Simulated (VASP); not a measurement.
Write the native input for VASP 6.6.1 that does the following.

* Task: single point
* Functional: PBE
* Potentials or basis: VASP PAW PBE potentials, release 64 (Li_sv, Al, F)
* Cutoff: 520 eV
* k mesh: 6 × 6 × 4
* Occupations: gaussian, width 0.02 eV
* Spin: no spin polarisation
* Dipole correction: no
* Further INCAR settings: ALGO = Normal; EDIFF = 1e-06; NBANDS = 46

The structure of LiAlF4 lies in POSCAR:

```
LiAlF4
1.0
    5.8238673683      0.0000000000      0.0000000000
   -2.9119336841      5.0436170893      0.0000000000
    0.0000000000      0.0000000000      9.5109613314
Li Al F
2 2 8
Direct
    0.3333333333      0.6666666667      0.9587365775
    0.6666666667      0.3333333333      0.4587365775
    0.6666666667      0.3333333333      0.0837592034
    0.3333333333      0.6666666667      0.5837592034
    0.9836453553      0.4918226777      0.0245139078
    0.5081773223      0.4918226777      0.0245139078
    0.5081773223      0.0163546447      0.0245139078
    0.3333333333      0.6666666667      0.7620126156
    0.6666666667      0.3333333333      0.2620126156
    0.4918226777      0.9836453553      0.5245139078
    0.4918226777      0.5081773223      0.5245139078
    0.0163546447      0.5081773223      0.5245139078
```

The cell was built from a structure type or drawn by symmetry, and may not be a known phase.

The input as run:

INCAR

```
SYSTEM = LiAlF4
PREC = Accurate
ENCUT = 520
EDIFF = 1E-6
ISMEAR = 0
SIGMA = 0.02
LREAL = .FALSE.
LASPH = .TRUE.
NELM = 80
ALGO = Normal
ISIF = 2
LWAVE = .FALSE.
LCHARG = .TRUE.
GGA = PE
LELF = .TRUE.
LVHAR = .TRUE.
NBANDS = 46
```

KPOINTS

```
Automatic mesh
0
G
  6 6 4
  0 0 0
```

Potentials or basis: VASP PAW PBE potentials, release 64 (Li_sv, Al, F).

The run is started by

```bash
$ cat potpaw_PBE.64/Li_sv/POTCAR potpaw_PBE.64/Al/POTCAR potpaw_PBE.64/F/POTCAR > POTCAR
$ mpirun -np 1 vasp_std > vasp.out
```

It gave:

The largest force is 0.076 eV/Å and the band gap on the k mesh is 7.11 eV.

Wall time 2.5 min on 1 thread of Intel(R) Xeon(R) 6975P-C (Granite Rapids), on a shared host, peak memory 0.52 GiB.
